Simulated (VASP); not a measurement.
Set up this calculation in VASP 6.6.1, as the native input.

```
Task                   : single point
Functional             : PBE
Dispersion             : D3(BJ)
Potentials or basis    : VASP PAW PBE potentials, release 64 (Si, W_sv)
Cutoff                 : 520 eV
k mesh                 : 18 × 18 × 18
Occupations            : gaussian, width 0.1 eV
Spin                   : no spin polarisation
Dipole correction      : no
Further INCAR settings : ALGO = Normal; EDIFF = 1e-07; NBANDS = 18
```

The structure of Si2W lies in POSCAR:

```
Si2W
1.0
   -1.5965326341      1.5965326341      3.8990817443
    1.5965326341     -1.5965326341      3.8990817443
    1.5965326341      1.5965326341     -3.8990817443
Si W
2 1
Direct
    0.3341286289      0.3341286289      0.0000000000
    0.6658713711      0.6658713711      0.0000000000
    0.0000000000      0.0000000000      0.0000000000
```

The input as run:

INCAR

```
  PREC = Accurate
  ENCUT = 520
  EDIFF = 1E-7
  ISMEAR = 0
  SIGMA = 0.1
  LREAL = False
  LASPH = True
  NELM = 80
  ALGO = Normal
  ISIF = 2
  LWAVE = False
  LCHARG = True
  GGA = PE
  IVDW = 12
  LELF = True
  LVHAR = True
  NBANDS = 18
```

KPOINTS

```
Automatic mesh
0
Gamma
  18 18 18
```

Potentials or basis: VASP PAW PBE potentials, release 64 (Si, W_sv).

Command:

```console
$ cat potpaw_PBE.64/Si/POTCAR potpaw_PBE.64/W_sv/POTCAR > POTCAR
$ mpirun -np 1 vasp_std > vasp.out
```

It gave:

```yaml
Pressure: 0.1 GPa
Largest_force: 0.005 eV/Å
Band_gap_on_the_k_mesh: zero (bands 11 and 12 overlap by 1.33 eV)
Dispersion_energy_per_atom: -0.582 eV
```

Caveat: spin-orbit coupling is left out, which moves the levels of the heavy elements.

Wall time 4.3 min on 1 thread of Intel(R) Xeon(R) 6975P-C (Granite Rapids), with other jobs on the host, peak memory 0.45 GiB.
